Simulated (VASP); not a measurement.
# RhN (P-6m2) in VASP: notebook, part 2 of 2

VASP 6.6.1. Earlier steps stand in the parts before.

## Step 3: Single point, PBE+U, collinear spin, ferromagnetic start

File INCAR:

```
ALGO = Normal
EDIFF = 1E-7
ENCUT = 520
GGA = PE
ISIF = 2
ISMEAR = 0
ISPIN = 2
LASPH = T
LCHARG = F
LDAU = T
LDAUJ = 0 0
LDAUL = 2 -1
LDAUPRINT = 1
LDAUTYPE = 2
LDAUU = 2 0
LMAXMIX = 4
LORBIT = 11
LREAL = F
LWAVE = F
MAGMOM = 0.14 0
NBANDS = 21
NELM = 150
PREC = Accurate
SIGMA = 0.05
```

File KPOINTS:

```
k-points
0
Gamma
  7 7 7
```

File POSCAR:

```
RhN
1.0
    2.9628278700      0.0000000000      0.0000000000
   -1.4814139400      2.5658842000      0.0000000000
    0.0000000000      0.0000000000      2.8915732100
Rh N
1 1
Direct
    0.0000000000      0.0000000000      0.0000000000
    0.6666666667      0.3333333333      0.5000000000
```

Potentials or basis: VASP PAW PBE potentials, release 64 (Rh_pv, N).

On the command line:

```console
$ cat potpaw_PBE.64/Rh_pv/POTCAR potpaw_PBE.64/N/POTCAR > POTCAR
$ mpirun -np 1 vasp_std > vasp.out
```

It took 12 s on 1 thread of Intel Xeon 6975P-C (Granite Rapids), shared host; peak memory 0.16 GiB.

Results (log left out):

- Free energy: -11.5124 eV
- Pressure: -13.5 GPa
- Band gap on the k mesh: zero (filled and empty bands overlap)
- Net moment: 0.00 μB per cell
- Valence electrons inside the program's atomic spheres: Rh 13.65; N 3.50

Stress tensor (GPa, compression positive):
```
-12.56   0.00   0.00
  0.00 -12.56   0.00
  0.00   0.00 -15.30
```

Levels at points of the mesh, in eV from the Fermi level:
Spin up:
```tsv
k point	band 8	band 9	band 10	band 11	band 12	band 13
(0.00, 0.00, 0.00)	-2.06	-0.92	-0.92	1.22	1.22	3.19
```
Spin down:
| k point | band 7 | band 8 | band 9 | band 10 | band 11 | band 12 | band 13 | band 14 |
| --- | --- | --- | --- | --- | --- | --- | --- | --- |
| (0.00, 0.00, 0.00) | -4.57 | -2.06 | -0.92 | -0.92 | 1.22 | 1.22 | 3.19 | 14.19 |

Eigenvalues of the final occupation matrices:
```
    site  spin  trace               eigenvalues
site 1 d     1   3.59  0.58 0.58 0.77 0.77 0.88
site 1 d     2   3.59  0.58 0.58 0.77 0.77 0.88
```

## Step 4: Single point, PBE+U, collinear spin, ferromagnetic start

File INCAR:

```
SYSTEM = RhN
PREC = Accurate
ENCUT = 520
EDIFF = 1E-6
ISMEAR = 0
SIGMA = 0.05
LREAL = .FALSE.
LASPH = .TRUE.
NELM = 150
ALGO = Normal
ISIF = 2
LWAVE = .FALSE.
LCHARG = .FALSE.
ISPIN = 2
MAGMOM = 0.39 0
LORBIT = 11
LMAXMIX = 4
LDAU = .TRUE.
LDAUTYPE = 2
LDAUL = 2 -1
LDAUU = 7 0
LDAUJ = 0 0
LDAUPRINT = 1
GGA = PE
NBANDS = 21
```

File KPOINTS:

```
Automatic mesh
0
G
  7 7 7
  0 0 0
```

POSCAR is that of step 3.

Potentials or basis: VASP PAW PBE potentials, release 64 (Rh_pv, N).

On the command line:

```console
$ cat potpaw_PBE.64/Rh_pv/POTCAR potpaw_PBE.64/N/POTCAR > POTCAR
$ mpirun -np 1 vasp_std > vasp.out
```

OUTCAR:

```text
SYSTEM = RhN
   PREC = Accurate
   ENCUT = 520
   EDIFF = 1E-6
   ISMEAR = 0
   LREAL = .FALSE.
   LASPH = .TRUE.
   NELM = 150
   ISIF = 2
   ISPIN = 2
   LORBIT = 11
   GGA = PE

 ion  position               nearest neighbor table
   1  0.000  0.000  0.000-   2 2.24   2 2.24   2 2.24   2 2.24   2 2.24   2 2.24
   2  0.667  0.333  0.500-   1 2.24   1 2.24   1 2.24   1 2.24   1 2.24   1 2.24

  LATTYP: Found a hexagonal cell.
 ALAT       =     2.9628278700
 C/A-ratio  =     0.9759504557

  Lattice vectors:

 A1 = (   2.9628278700,   0.0000000000,   0.0000000000)
 A2 = (  -1.4814139400,   2.5658842000,   0.0000000000)
 A3 = (   0.0000000000,   0.0000000000,   2.8915732100)

Analysis of symmetry for initial positions (statically):
=====================================================================
 Subroutine PRICEL returns:
 Original cell was already a primitive cell.

 Routine SETGRP: Setting up the symmetry group for a
 hexagonal supercell.

 Subroutine GETGRP returns: Found 12 space group operations
 (whereof 12 operations were pure point group operations)
 out of a pool of 24 trial point group operations.

The static configuration has the point symmetry D_3h.
[... 224 lines left out ...]
      1     -37.8237      1.00000
      2     -36.9038      1.00000
      3     -36.9038      1.00000
      4      -6.6227      1.00000
      5       2.2832      1.00000
      6       3.6397      1.00000
[... 1145 lines left out ...]
     20      35.7889      0.00000
     21      37.1580      0.00000

 [... further k-points ...]
[... 5 lines left out ...]
  --------------------------------------------------------------------------------------
  -------------------------------------------------------------------------------------
  Total        0.0102199      0.0102199     -0.1364524     -0.0000000     -0.0000000      0.0000000
  in kB        0.7448703      0.7448703     -9.9452099     -0.0000000     -0.0000000      0.0000000
  external PRESSURE =      -2.8184898 kB  Pullay stress =       0.0000000 kB

 VOLUME and BASIS-vectors are now :
 -----------------------------------------------------------------------------
  energy-cutoff  :      520.00
  volume of cell :       21.98
      direct lattice vectors                 reciprocal lattice vectors
     2.962827870  0.000000000  0.000000000     0.337515389  0.194864601  0.000000000
    -1.481413940  2.565884200  0.000000000     0.000000000  0.389729201  0.000000000
     0.000000000  0.000000000  2.891573210     0.000000000  0.000000000  0.345832503

 POSITION                                       TOTAL-FORCE (eV/Angst)
 -----------------------------------------------------------------------------------
      0.00000      0.00000      0.00000        -0.000000      0.000000      0.000000
      1.48141      0.85529      1.44579         0.000000      0.000000      0.000000
 -----------------------------------------------------------------------------------
    total drift:                               -0.000000      0.000000      0.000000

  FREE ENERGIE OF THE ION-ELECTRON SYSTEM (eV)
  ---------------------------------------------------
  free  energy   TOTEN  =        -7.4787084925 eV

  energy  without entropy=       -7.4777143069  energy(sigma->0) =       -7.47821140

 total charge

# of ion       s       p       d       tot
------------------------------------------
    1        0.287   6.227   7.245  13.759
    2        1.292   2.233   0.000   3.525
--------------------------------------------------
tot          1.579   8.460   7.245  17.284

 magnetization (x)

# of ion       s       p       d       tot
------------------------------------------
    1        0.019  -0.002   1.045   1.061
    2        0.006  -0.491   0.000  -0.485
--------------------------------------------------
tot          0.024  -0.493   1.045   0.576
```

OSZICAR:

```text
N       E                     dE             d eps       ncg     rms          rms(c)
DAV:   1     0.186136572560E+03    0.18614E+03   -0.10970E+04  2701   0.983E+02
DAV:   2    -0.206474524212E+01   -0.18820E+03   -0.18080E+03  2868   0.325E+02
[... 12 lines left out ...]
DAV:  15    -0.747822939342E+01    0.91707E-04   -0.84518E-04  2953   0.172E-01    0.855E-02
DAV:  16    -0.747866357102E+01   -0.43418E-03   -0.12118E-03  2713   0.180E-01    0.409E-02
DAV:  17    -0.747870375909E+01   -0.40188E-04   -0.31284E-04  2973   0.905E-02    0.184E-02
DAV:  18    -0.747870751383E+01   -0.37547E-05   -0.23437E-05  2873   0.270E-02    0.929E-03
DAV:  19    -0.747870868094E+01   -0.11671E-05   -0.28288E-06  2168   0.998E-03    0.424E-03
DAV:  20    -0.747870849248E+01    0.18846E-06   -0.12314E-06  1871   0.647E-03
   1 F= -.74787085E+01 E0= -.74782114E+01  d E =-.994186E-03  mag=     0.4197
```

Run time: 16 s. Hardware: 1 thread of Intel Xeon 6975P-C (Granite Rapids), shared host; peak memory 0.16 GiB.

What came out:

```
Free energy                                           : -7.4787 eV
Pressure                                              : -0.3 GPa
Net moment                                            : 0.42 μB per cell
Site moments                                          : Rh +1.06; N -0.48 μB
Valence electrons inside the program's atomic spheres : Rh 13.76; N 3.52
```

Stress tensor (GPa, compression positive):
```
 0.07  0.00  0.00
 0.00  0.07  0.00
 0.00  0.00 -0.99
```

Eigenvalues of the final occupation matrices:
```
    site  spin  trace               eigenvalues
site 1 d     1   4.17  0.77 0.77 0.85 0.85 0.93
site 1 d     2   3.12  0.20 0.20 0.88 0.88 0.95
```

The state reached can hang on the start; a lower one may exist.

## Step 5: Single point, PBEsol+U, collinear spin, zero start

File INCAR:

```
PREC = Accurate ; ENCUT = 520
EDIFF = 1E-6 ; ISMEAR = 0
SIGMA = 0.05 ; LREAL = False
LASPH = True ; NELM = 150
ALGO = Normal ; ISIF = 2
LWAVE = False ; LCHARG = False
ISPIN = 2 ; MAGMOM = 0 0
LORBIT = 11 ; LMAXMIX = 4
LDAU = True ; LDAUTYPE = 2
LDAUL = 2 -1 ; LDAUU = 5 0
LDAUJ = 0 0 ; LDAUPRINT = 1
GGA = PS ; NBANDS = 21
```

File KPOINTS:

```
regular mesh
0
Gamma
  7 7 7
```

POSCAR is that of step 4.

On the command line:

```console
$ cat potpaw_PBE.64/Rh_pv/POTCAR potpaw_PBE.64/N/POTCAR > POTCAR
$ mpirun -np 1 vasp_std > vasp.out
```

Run time: 12 s. Hardware: 1 thread of Intel Xeon 6975P-C (Granite Rapids), shared host; peak memory 0.16 GiB.

Results (log left out):

```yaml
Free_energy: -10.0842 eV
Pressure: -26.3 GPa
Band_gap_on_the_k_mesh: zero (filled and empty bands overlap)
Net_moment: 0.00 μB per cell
Valence_electrons_inside_the_program's_atomic_spheres: Rh 13.72; N 3.47
```

Stress tensor (GPa, compression positive):
```
-25.13   0.00   0.00
  0.00 -25.13   0.00
  0.00   0.00 -28.62
```

Levels at points of the mesh, in eV from the Fermi level:
Spin up:
```tsv
k point	band 7	band 8	band 9	band 10	band 11	band 12	band 13	band 14
(0.00, 0.00, 0.00)	-4.81	-1.78	-0.52	-0.52	1.26	1.26	3.45	14.21
```
Spin down:
| k point | band 7 | band 8 | band 9 | band 10 | band 11 | band 12 | band 13 | band 14 |
| --- | --- | --- | --- | --- | --- | --- | --- | --- |
| (0.00, 0.00, 0.00) | -4.81 | -1.78 | -0.52 | -0.52 | 1.26 | 1.26 | 3.45 | 14.21 |

Eigenvalues of the final occupation matrices:
| site | spin | trace | eigenvalues |
| --- | --- | --- | --- |
| site 1 d | 1 | 3.63 | 0.52 0.52 0.83 0.83 0.92 |
| site 1 d | 2 | 3.63 | 0.52 0.52 0.83 0.83 0.92 |

Caveat: the PAW data sets were made with another functional, which shifts forces and pressure a little.

## Step 6: Overview

```csv
level,spin,U,gap on the mesh (eV),pressure (GPa),moment (μB)
PBEsol+U,"collinear, ferromagnetic start",Rh d U = 5.0 eV,none,-26.3,0.00
PBE+U,"collinear, ferromagnetic start",Rh d U = 2.0 eV,none,-13.5,0.00
PBE+U,"collinear, ferromagnetic start",Rh d U = 7.0 eV,none,-0.3,0.42
PBEsol+U,"collinear, zero start",Rh d U = 5.0 eV,none,-26.3,0.00
```

Alike in all rows: task single point; potentials or basis VASP PAW PBE potentials, release 64 (Rh_pv, N); cell as given; k mesh 7 × 7 × 7; cutoff (eV) 520; smearing gaussian 0.05 eV.

Every run on the cell as given and a fine mesh finds a metal. The pressure there spans -26.3 GPa (PBEsol+U) to -0.3 GPa (PBE+U); a positive pressure means that this level wants a larger cell, a negative one a smaller.

Caveats: the PAW data sets were made with another functional, which shifts forces and pressure a little (some runs).

Absolute energies hang on the potentials; compare differences alone.
